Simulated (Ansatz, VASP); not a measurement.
# One calculation of SnSe, two programs

INCAR

```
PREC = Accurate
ENCUT = 520
EDIFF = 1E-6
ISMEAR = 0
SIGMA = 0.05
LREAL = False
LASPH = True
NELM = 60
ALGO = Normal
ISIF = 2
LWAVE = False
LCHARG = False
GGA = CA
NBANDS = 17
```

KPOINTS

```
Automatic mesh
0
Gamma
  8 8 8
```

File POSCAR:

```
SnSe
1.0
    0.0000000000      2.9347500000      2.9347500000
    2.9347500000      0.0000000000      2.9347500000
    2.9347500000      2.9347500000      0.0000000000
Sn Se
1 1
Direct
    0.0000000000      0.0000000000      0.0000000000
    0.5000000000      0.5000000000      0.5000000000
```

Input for Ansatz:

```yaml
crystal:
  lattice:
    - [0.0, 2.93475, 2.93475]
    - [2.93475, 0.0, 2.93475]
    - [2.93475, 2.93475, 0.0]
  atoms:
    - { symbol: Sn, position: [0.0, 0.0, 0.0] }
    - { symbol: Se, position: [0.5, 0.5, 0.5] }
basis:
  ecutwfc: 420
kpoints:
  mp_grid: { grid: [8, 8, 8] }
hamiltonian:
  xc: lda
scf:
  occupations: { method: gaussian, width: 0.05 }
output:
  forces: true
  stress: true
  eigenvalues: true
  write_density: true
  write_potential: true
  elf: true
  volumetric_format: npy
```

Change from the starting cell: strain -0.025 along x and y, -0.025 along z, atoms carried along.

Alike in both runs: task single point; functional LDA; k mesh 8 × 8 × 8; occupations gaussian, width 0.05 eV; no spin polarisation.

|  | VASP | Ansatz |
| --- | --- | --- |
| version | VASP 6.6.1 | Ansatz 0.2.0 |
| potentials or method | VASP PAW LDA potentials, release 64 (Sn_d, Se), cutoff 520 eV | scalar-relativistic, plane waves, PAW |
| valence electrons in the cell | 20 | 30 |

|  | VASP | Ansatz | Ansatz less VASP |
| --- | --- | --- | --- |
| gap on the k mesh at the Fermi level (eV) | 0.75 | 0.76 | +0.010 |
| least direct gap on the mesh (eV) | 0.93 | 0.94 | +0.004 |
| pressure (GPa) | 0.9 | 0.7 | -0.15 |

LDA's correlation is that of Perdew and Zunger in VASP and of Perdew and Wang (1992) in Ansatz. VASP's potentials hold 20 valence electrons a cell and Ansatz's 30, so a difference there can come from the potentials and not from the codes.
